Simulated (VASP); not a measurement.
# Ge (P6_3/mmc) in VASP: further runs, part 2 of 3

VASP 6.6.1.

## Step 3: Single point, BLYP

This run uses another cell than the first one, of 21.56 Å³/atom, 1.136 times its volume.

Input file INCAR:

```
  PREC = Accurate
  ENCUT = 520
  EDIFF = 1E-7
  ISMEAR = -1
  SIGMA = 0.1
  LREAL = F
  LASPH = T
  NELM = 80
  ALGO = Normal
  ISIF = 2
  LWAVE = F
  LCHARG = T
  GGA = B5
  ALDAX = 1.0
  AGGAX = 1.0
  AGGAC = 1.0
  ALDAC = 0.0
  LELF = T
  LVHAR = T
  NBANDS = 21
```

Input file KPOINTS:

```
regular mesh
0
Gamma
  12 12 7
```

Input file POSCAR:

```
Ge
1.0
    3.1814199281      0.0000000000      0.0000000000
   -1.5907099641      2.7551904779      0.0000000000
    0.0000000000      0.0000000000      4.9203052324
Ge
2
Direct
    0.3333333333      0.6666666667      0.2500000000
    0.6666666667      0.3333333333      0.7500000000
```

Potentials or basis: VASP PAW PBE potentials, release 64 (Ge_d).

Launch:

```console
$ cat potpaw_PBE.64/Ge_d/POTCAR > POTCAR
$ mpirun -np 1 vasp_std > vasp.out
```

OUTCAR:

```text
PREC = Accurate
   ENCUT = 520
   EDIFF = 1E-7
   ISMEAR = -1
   LREAL = F
   LASPH = T
   NELM = 80
   ISIF = 2
   GGA = B5

 ion  position               nearest neighbor table
   1  0.333  0.667  0.250-
   2  0.667  0.333  0.750-

  LATTYP: Found a hexagonal cell.
 ALAT       =     3.1814199281
 C/A-ratio  =     1.5465752223

  Lattice vectors:

 A1 = (   3.1814199281,   0.0000000000,   0.0000000000)
 A2 = (  -1.5907099641,   2.7551904779,   0.0000000000)
 A3 = (   0.0000000000,   0.0000000000,   4.9203052324)

Analysis of symmetry for initial positions (statically):
=====================================================================
 Subroutine PRICEL returns:
 Original cell was already a primitive cell.

 Routine SETGRP: Setting up the symmetry group for a
 hexagonal supercell.

 Subroutine GETGRP returns: Found 24 space group operations
 (whereof 12 operations were pure point group operations)
 out of a pool of 24 trial point group operations.

The static configuration has the point symmetry D_3d.
 The point group associated with its full space group is D_6h.

Analysis of symmetry for dynamics (positions and initial velocities):
=====================================================================
 Subroutine PRICEL returns:
 Original cell was already a primitive cell.

 Routine SETGRP: Setting up the symmetry group for a
 hexagonal supercell.

 Subroutine GETGRP returns: Found 24 space group operations
 (whereof 12 operations were pure point group operations)
 out of a pool of 24 trial point group operations.

The dynamic configuration has the point symmetry D_3d.
 The point group associated with its full space group is D_6h.

 Subroutine INISYM returns: Found 24 space group operations
 (whereof 12 operations are pure point group operations),
 and found     1 'primitive' translations

----------------------------------------------------------------------------------------

                                     Primitive cell

  volume of cell :      43.1285

  direct lattice vectors                    reciprocal lattice vectors
     3.181419928  0.000000000  0.000000000     0.314325057  0.181475656  0.000000000
    -1.590709964  2.755190478  0.000000000     0.000000000  0.362951312  0.000000000
     0.000000000  0.000000000  4.920305232     0.000000000  0.000000000  0.203239424

  length of vectors
     3.181419928  3.181419928  4.920305232     0.362951312  0.362951312  0.203239424

  position of ions in fractional coordinates (direct lattice)
     0.333333333  0.666666667  0.250000000
     0.666666667  0.333333333  0.750000000

  ion indices of the primitive-cell ions
   primitive index   ion index
                 1           1
                 2           2

----------------------------------------------------------------------------------------

 KPOINTS: regular mesh

Automatic generation of k-mesh.
 Grid dimensions read from file:
 generate k-points for:   12   12    7

 Generating k-lattice:

  Cartesian coordinates                     Fractional coordinates (reciprocal lattice)
     0.026193755  0.015122971  0.000000000     0.083333333  0.000000000  0.000000000
     0.000000000  0.030245943  0.000000000     0.000000000  0.083333333  0.000000000
     0.000000000  0.000000000  0.029034203     0.000000000  0.000000000  0.142857143

  Length of vectors
     0.030245943  0.030245943  0.029034203

  Shift w.r.t. Gamma in fractional coordinates (k-lattice)
     0.000000000  0.000000000  0.000000000

 Subroutine IBZKPT returns following result:
 ===========================================

 Found     76 irreducible k-points:

 Following reciprocal coordinates:
            Coordinates               Weight
  0.000000  0.000000  0.000000      1.000000
  0.083333  0.000000  0.000000      6.000000
  0.166667 -0.000000  0.000000      6.000000
  0.250000 -0.000000  0.000000      6.000000
  0.333333  0.000000  0.000000      6.000000
  0.416667 -0.000000  0.000000      6.000000
[... 16 lines left out ...]
  0.250000 -0.000000  0.142857     12.000000
  0.333333  0.000000  0.142857     12.000000
 [... further k-points ...]
   k-points           NKPTS =     76   k-points in BZ     NKDIM =     76   number of bands    NBANDS=     21
   number of dos      NEDOS =    301   number of ions     NIONS =      2
   total plane-waves  NPLWV =  23040
   dimension x,y,z NGX =    24 NGY =   24 NGZ =   40
   dimension x,y,z NGXF=    48 NGYF=   48 NGZF=   80
   ions per type =               2
   NGX,Y,Z   is equivalent  to a cutoff of  12.54, 12.54, 13.52 a.u.
   NGXF,Y,Z  is equivalent  to a cutoff of  25.08, 25.08, 27.03 a.u.
 SYSTEM =  unknown system
   PREC   = accura    normal or accurate (medium, high low for compatibility)
   ISTART =      0    job   : 0-new  1-cont  2-samecut
   ICHARG =      2    charge: 1-file 2-atom 10-const
   ISPIN  =      1    spin polarized calculation?
   LNONCOLLINEAR =      F non collinear calculations
   LSORBIT =      F    spin-orbit coupling
   LASPH  =      T    aspherical Exc in radial PAW
   ENCUT  =  520.0 eV  38.22 Ry    6.18 a.u.   5.92  5.92  9.15*2*pi/ulx,y,z
   NELM   =     80;   NELMIN=  2; NELMDL= -5     # of ELM steps
   EDIFF  = 0.1E-06   stopping-criterion for ELM
   LREAL  =      F    real-space projection
   EDIFFG = 0.1E-05   stopping-criterion for IOM
   NSW    =      0    number of steps for IOM
   IBRION =     -1    ionic relax: 0-MD 1-quasi-New 2-CG
   NFREE  =      0    steps in history (QN), initial steepest desc. (CG)
   ISIF   =      2    stress and relaxation
   ISYM   =      2    0-nonsym 1-usesym 2-fastsym
   POTIM  = 0.5000    time-step for ionic-motion
   TEBEG  =    0.0;   TEEND  =   0.0 temperature during run
   PSTRESS=    0.0 pullay stress
   NELECT =      28.0000    total number of electrons
   NUPDOWN=      -1.0000    fix difference up-down
   EMIN   =  10.00;   EMAX   =-10.00  energy-range for DOS
   EFERMI =   0.00;   METHOD = LEGACY
   ISMEAR =    -1;   SIGMA  =   0.10  broadening in eV -4-tet -1-fermi 0-gaus
   EFERMI_NEDOS =   21; number of points for ismear=-14 and -15
   IALGO  =     38    algorithm
   IMIX   =      4    mixing-type and parameters
     AMIX     =   0.40;   BMIX     =  1.00
     AMIX_MAG =   1.60;   BMIX_MAG =  1.00
  volume/ion in A,a.u.               =      21.56       145.52
  Fermi-wavevector in a.u.,A,eV,Ry     =   1.417553  2.678787 27.340313  2.009456
  Thomas-Fermi vector in A             =   2.538771
   LORBIT       =      0    0 simple, 1 ext, 2 COOP (PROOUT), +10 PAW based schemes
   GGA     = B5    functional components
   LHFCALC =     F    Hartree Fock is set to
   AEXX    =    0.0000 exact exchange contribution
   IVDW    =     0    specifies the selected vdW correction
   LEPSILON=     F    determine dielectric tensor
   LRPA    =     F    only Hartree local field effects (RPA)
 non-spin polarized calculation
  energy-cutoff  :      520.00
  volume of cell :       43.13
 maximum number of plane-waves:      1177
 NGX is ok and might be reduce to    24
   NGX = 11   NGY = 11   NGZ = 19

 number of electron      28.0000027 magnetization

 Free energy of the ion-electron system (eV)
  ---------------------------------------------------
  ext. energy  EPLUGINS =         0.00000000
  ---------------------------------------------------
  free energy    TOTEN  =        -6.66898813 eV

  energy without entropy =       -6.64124176  energy(sigma->0) =       -6.65511494

 E-fermi :   5.8793     XC(G=0): -10.0466

 val. band max:        5.8340683171   @ k =   0.3333   0.2500   0.0000
 cond. band min:       5.9024496289   @ k =   0.4167   0.1667   0.4286
 fundamental gap:      0.0683813118
 Fermi energy:         5.8792909987

 k-point     1 :       0.0000    0.0000    0.0000
  band No.  band energies     occupation
      1     -18.8214      2.00000
      2     -18.8214      2.00000
      3     -18.8201      2.00000
      4     -18.8163      2.00000
      5     -18.8163      2.00000
      6     -18.8137      2.00000
[... 13 lines left out ...]
     20      18.0248      0.00000
     21      18.7826      0.00000

 k-point     2 :       0.0833    0.0000    0.0000
  band No.  band energies     occupation
      1     -18.8257      2.00000
      2     -18.8210      2.00000
      3     -18.8182      2.00000
      4     -18.8129      2.00000
      5     -18.8123      2.00000
      6     -18.8120      2.00000
[... 13 lines left out ...]
     20      17.4204      0.00000
     21      18.9172      0.00000
[... 487 lines left out ...]
      5     -18.7998      2.00000
      6     -18.7957      2.00000
[... 13 lines left out ...]
     20      16.7119      0.00000
     21      18.2198      0.00000

 k-point    24 :       0.3333    0.0000    0.1429
  band No.  band energies     occupation
      1     -18.8479      2.00000
      2     -18.8290      2.00000
      3     -18.8222      2.00000
      4     -18.8201      2.00000
      5     -18.7944      2.00000
      6     -18.7865      2.00000
[... 13 lines left out ...]
     20      15.8900      0.00000
     21      18.2316      0.00000

 [... further k-points ...]
[... 5 lines left out ...]
  --------------------------------------------------------------------------------------
  -------------------------------------------------------------------------------------
  Total        0.0146754      0.0146754      0.0152318     -0.0000000      0.0000000      0.0000000
  in kB        0.5451741      0.5451741      0.5658437     -0.0000000      0.0000000      0.0000000
  external PRESSURE =       0.5520639 kB  Pullay stress =       0.0000000 kB

 VOLUME and BASIS-vectors are now :
 -----------------------------------------------------------------------------
  energy-cutoff  :      520.00
  volume of cell :       43.13
      direct lattice vectors                 reciprocal lattice vectors
     3.181419928  0.000000000  0.000000000     0.314325057  0.181475656  0.000000000
    -1.590709964  2.755190478  0.000000000     0.000000000  0.362951312  0.000000000
     0.000000000  0.000000000  4.920305232     0.000000000  0.000000000  0.203239424

 POSITION                                       TOTAL-FORCE (eV/Angst)
 -----------------------------------------------------------------------------------
     -0.00000      1.83679      1.23008         0.000000      0.000000      0.000000
      1.59071      0.91840      3.69023        -0.000000     -0.000000      0.000000
 -----------------------------------------------------------------------------------
    total drift:                               -0.000000      0.000000     -0.000000

  FREE ENERGIE OF THE ION-ELECTRON SYSTEM (eV)
  ---------------------------------------------------
  free  energy   TOTEN  =        -6.6689881271 eV

  energy  without entropy=       -6.6412417595  energy(sigma->0) =       -6.65511494
```

OSZICAR:

```text
N       E                     dE             d eps       ncg     rms          rms(c)
DAV:   1     0.184712943215E+03    0.18471E+03   -0.14493E+04  3582   0.367E+03
DAV:   2     0.199248481775E+02   -0.16479E+03   -0.15976E+03  3227   0.591E+02
DAV:   3    -0.582097053019E+01   -0.25746E+02   -0.25501E+02  3607   0.138E+02
DAV:   4    -0.666136513220E+01   -0.84039E+00   -0.83971E+00  3640   0.281E+01
DAV:   5    -0.667565237791E+01   -0.14287E-01   -0.14287E-01  3627   0.427E+00    0.906E-01
DAV:   6    -0.666974868068E+01    0.59037E-02   -0.14478E-02  4343   0.171E+00    0.494E-01
DAV:   7    -0.666891062113E+01    0.83806E-03   -0.67795E-03  4347   0.106E+00    0.786E-02
DAV:   8    -0.666896916938E+01   -0.58548E-04   -0.80542E-04  3971   0.451E-01    0.173E-02
DAV:   9    -0.666898526133E+01   -0.16092E-04   -0.22445E-05  3600   0.462E-02    0.731E-03
DAV:  10    -0.666898845563E+01   -0.31943E-05   -0.48724E-06  3740   0.201E-02    0.126E-03
DAV:  11    -0.666898826422E+01    0.19141E-06   -0.83399E-08  2491   0.422E-03    0.517E-04
DAV:  12    -0.666898811527E+01    0.14894E-06   -0.43594E-08  2424   0.244E-03    0.643E-05
DAV:  13    -0.666898812715E+01   -0.11874E-07   -0.35587E-09  1956   0.719E-04
   1 F= -.66689881E+01 E0= -.66551149E+01  d E =-.277464E-01
```

Wall time 45 s (1 thread of Intel Xeon 6975P-C, shared host); peak memory 0.19 GiB.

Results:

```yaml
Free_energy: -6.6690 eV
Pressure: 0.1 GPa
Band_gap_on_the_k_mesh: zero (band 14 reaches 11.17 eV, above the bottom of band 15 at 3.58 eV)
```

Levels at points of the mesh, in eV from the Fermi level:
```
           k point  band 10  band 11  band 12  band 13  band 14  band 15  band 16  band 17  band 18  band 19
(0.00, 0.00, 0.00)   -24.64   -12.14    -7.23    -4.49     5.08     5.08     6.93     6.93     8.30     9.86
(0.50, 0.00, 0.00)   -24.63    -8.27    -6.81    -2.49    -1.03    -0.70     1.59     1.85     5.83     6.29
```

Caveat: the PAW data sets were made with another functional, which shifts forces and pressure a little.

## Step 4: Single point, BLYP (volume scaled by 0.92)

Input file INCAR:

```
AGGAC = 1.0
AGGAX = 1.0
ALDAC = 0.0
ALDAX = 1.0
ALGO = Normal
EDIFF = 1E-6
ENCUT = 520
GGA = B5
ISIF = 2
ISMEAR = -1
LASPH = T
LCHARG = T
LELF = T
LREAL = F
LVHAR = T
LWAVE = F
NBANDS = 21
NELM = 80
PREC = Accurate
SIGMA = 0.1
```

Input file KPOINTS:

```
k-points
0
Gamma
  13 13 7
```

Input file POSCAR:

```
Ge
1.0
    3.0942134736      0.0000000000      0.0000000000
   -1.5471067368      2.6796674729      0.0000000000
    0.0000000000      0.0000000000      4.7854338906
Ge
2
Direct
    0.3333333333      0.6666666667      0.2500000000
    0.6666666667      0.3333333333      0.7500000000
```

Launch:

```console
$ cat potpaw_PBE.64/Ge_d/POTCAR > POTCAR
$ mpirun -np 1 vasp_std > vasp.out
```

It took 36 s on 1 thread of Intel Xeon 6975P-C, shared host; peak memory 0.19 GiB.

Results (log left out):

```
Free energy            : -6.6101 eV
Pressure               : 4.8 GPa
Band gap on the k mesh : zero (band 14 reaches 12.54 eV, above the bottom of band 15 at 4.54 eV)
```

Stress tensor (GPa, compression positive):
```
4.41 0.00 0.00
0.00 4.41 0.00
0.00 0.00 5.50
```

Levels at points of the mesh, in eV from the Fermi level:
```tsv
k point	band 11	band 12	band 13	band 14	band 15	band 16	band 17	band 18
(0.00, 0.00, 0.00)	-12.76	-7.30	-4.93	5.55	5.55	7.57	7.57	9.16
```

Caveat: the cell differs from its parent crystal (volume scaled by 0.92); the PAW data sets were made with another functional, which shifts forces and pressure a little.

(Part 2 of 3 ends here.)
